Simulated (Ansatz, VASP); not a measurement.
## One calculation of Li, two programs

Contents of INCAR:

```
SYSTEM = Li
  ALGO = Normal
  EDIFF = 1E-7
  ENCUT = 520
  ISIF = 2
  ISMEAR = -1
  LASPH = .TRUE.
  LCHARG = .FALSE.
  LREAL = .FALSE.
  LWAVE = .FALSE.
  NBANDS = 12
  NELM = 100
  PREC = Accurate
  SIGMA = 0.08
```

KPOINTS

```
k-points
0
G
  12 12 12
  0 0 0
```

The input POSCAR:

```
Li
1.0
    1.5504989657      0.8951809952      7.6641830000
   -1.5504989657      0.8951809952      7.6641830000
    0.0000000000     -1.7903619905      7.6641830000
Li
3
Direct
    0.0000000000      0.0000000000      0.0000000000
    0.2220000000      0.2220000000      0.2220000000
    0.7780000000      0.7780000000      0.7780000000
```

Input for Ansatz:

```yaml
crystal:
  lattice:
    - [1.5504989657, 0.8951809952, 7.664183]
    - [-1.5504989657, 0.8951809952, 7.664183]
    - [0.0, -1.7903619905, 7.664183]
  atoms:
    - { symbol: Li, position: [0.0, 0.0, 0.0] }
    - { symbol: Li, position: [0.222, 0.222, 0.222] }
    - { symbol: Li, position: [0.778, 0.778, 0.778] }
kpoints:
  mp_grid: { grid: [12, 12, 12] }
  band_path:
    path:
      - [0.0, 0.0, 0.0]
      - [0.5, 0.5, 0.5]
      - [0.8242384168, 0.1757615832, 0.5]
      - [0.5, -0.1757615832, 0.1757615832]
      - [0.5, 0.0, 0.0]
      - [0.0, 0.0, 0.0]
      - [0.3378807916, -0.3378807916, 0.0]
      - [0.6621192084, 0.0, 0.3378807916]
      - [0.5, 0.0, 0.5]
    npoints: 5
scf:
  occupations: { method: fermi_dirac, width: 0.08 }
hamiltonian:
  xc: lda
  pseudopotentials: { kind: all_electron, lapw: { basis_error: 0.001 } }
output:
  forces: true
  stress: true
  eigenvalues: true
```

Change from the starting cell: zz strain of +1 %.

Alike in both runs: task single point; functional LDA; k mesh 12 × 12 × 12; occupations fermi-dirac, width 0.08 eV; no spin polarisation.

|  | VASP | Ansatz |
| --- | --- | --- |
| version | VASP 6.6.1 | Ansatz 0.2.0 |
| potentials or method | VASP PAW LDA potentials, release 64 (Li_sv), cutoff 520 eV | all-electron LAPW, scalar-relativistic |

|  | VASP | Ansatz | Ansatz less VASP |
| --- | --- | --- | --- |
| rms of the force components (eV/Å) | 0.004 | 0.004 | -0.0001 |

LDA's correlation is that of Perdew and Zunger in VASP and of Perdew and Wang (1992) in Ansatz. Atom by atom the forces differ by 0.000 eV/Å (rms over components). Ansatz ran all-electron here, and VASP with PAW potentials.

Noted on VASP's run: the cutoff is short for stress, so the pressure is rough.
